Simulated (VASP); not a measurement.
NiO:

```
CELL_PARAMETERS angstrom
0.00000 2.09317 2.09317
2.09317 0.00000 2.09317
2.09317 2.09317 0.00000
ATOMIC_POSITIONS crystal
Ni 0.00000 0.00000 0.00000
O 0.50000 0.50000 0.50000
```

| Item | Value |
| --- | --- |
| Program | VASP 6.6.1 |
| Task | relaxation of cell and atoms |
| Functional | PBEsol |
| Potentials or basis | VASP PAW PBE potentials, release 64 (Ni, O) |
| Cutoff | 600 eV |
| k mesh | 8 × 8 × 8 |
| Occupations | gaussian, width 0.1 eV |
| Spin | collinear spin, ferromagnetic start |
| Starting moments | [1.07, 0.18] μB |

At the start: pressure -11.6 GPa; volume 9.17 Å³/atom.

**Question.** How do energy, volume and symmetry change on relaxing?

**Answer.** Over 3 steps the energy falls by 21.3 meV/atom and the volume is 8.62 Å³/atom (-6.0 %); space group Fm-3m (No. 225, to 0.05 Å); moment 0.78 μB per cell.

The path:
| step | energy change (eV) | largest force (eV/Å) | pressure (GPa) | volume (Å³) |
| --- | --- | --- | --- | --- |
| 1 | 0.0000 | 0.0000 | -11.63 | 18.34 |
| 2 | -0.0269 | 0.0000 | 8.85 | 16.63 |
| 3 | -0.0426 | 0.0000 | -0.23 | 17.24 |

Final structure:
```
CELL_PARAMETERS angstrom
0.00000 2.05039 2.05039
2.05039 0.00000 2.05039
2.05039 2.05039 0.00000
ATOMIC_POSITIONS crystal
Ni 0.00000 0.00000 0.00000
O 0.50000 0.50000 0.50000
```

Caveat: the PAW data sets were made with another functional, which shifts forces and pressure a little; a cell with one magnetic atom can't hold antiferromagnetic order, which such compounds often take.
